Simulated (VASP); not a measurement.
Set up this calculation in VASP 6.6.1, as the native input.

```
Task                   : single point
Functional             : PBE
Potentials or basis    : VASP PAW PBE potentials, release 64 (Fe, O)
Cutoff                 : 520 eV
k mesh                 : 10 × 10 × 10
Occupations            : fermi-dirac, width 0.05 eV
Spin                   : collinear spin, zero start
Starting moments       : [0.0, 0.0] μB
Fixed moment           : 0 μB
Dipole correction      : no
Further INCAR settings : ALGO = Normal; EDIFF = 1e-07; NBANDS = 18
```

The structure of FeO lies in POSCAR:

```
FeO
1.0
   -1.6021034130      1.6021034130      2.0833922500
    1.6021034130     -1.6021034130      2.0833922500
    1.6021034130      1.6021034130     -2.0833922500
Fe O
1 1
Direct
    0.0000000000      0.0000000000      0.0000000000
    0.5000000000      0.5000000000      0.0000000000
```

One way to write it, as run:

INCAR

```
PREC     = Accurate       # precision mode
ENCUT    = 520            # plane-wave cutoff, eV
EDIFF    = 1E-7           # SCF threshold, eV
ISMEAR   = -1             # smearing method
SIGMA    = 0.05           # smearing width, eV
LREAL    = F              # projectors in reciprocal space
LASPH    = T              # aspherical terms in the spheres
NELM     = 150            # most SCF steps
ALGO     = Normal         # electronic algorithm
ISIF     = 2              # what is computed and relaxed
LWAVE    = F              # write WAVECAR
LCHARG   = F              # write CHGCAR
ISPIN    = 2              # spin polarisation
MAGMOM   = 0 0            # initial moments
LORBIT   = 11             # projections on sites
NUPDOWN  = 0.0            # fixed moment
LMAXMIX  = 4              # l up to which the mixer works
GGA      = PE             # functional
NBANDS   = 18             # bands
```

KPOINTS

```
Automatic mesh
0
Gamma
  10 10 10
```

Potentials or basis: VASP PAW PBE potentials, release 64 (Fe, O).

Run with:

```console
$ cat potpaw_PBE.64/Fe/POTCAR potpaw_PBE.64/O/POTCAR > POTCAR
$ mpirun -np 1 vasp_std > vasp.out
```

It gave:

```json
{"Pressure": "-29.6 GPa", "Net moment": "0.00 μB per cell", "Valence electrons inside the program's atomic spheres": "Fe 6.78; O 4.90"}
```

Caveat: the cell stands under tension; the total moment is fixed, so each spin has its own Fermi level.

Run time: 2.9 min on 1 thread of Intel Xeon 8259CL, with other jobs on the host, peak memory 0.19 GiB.
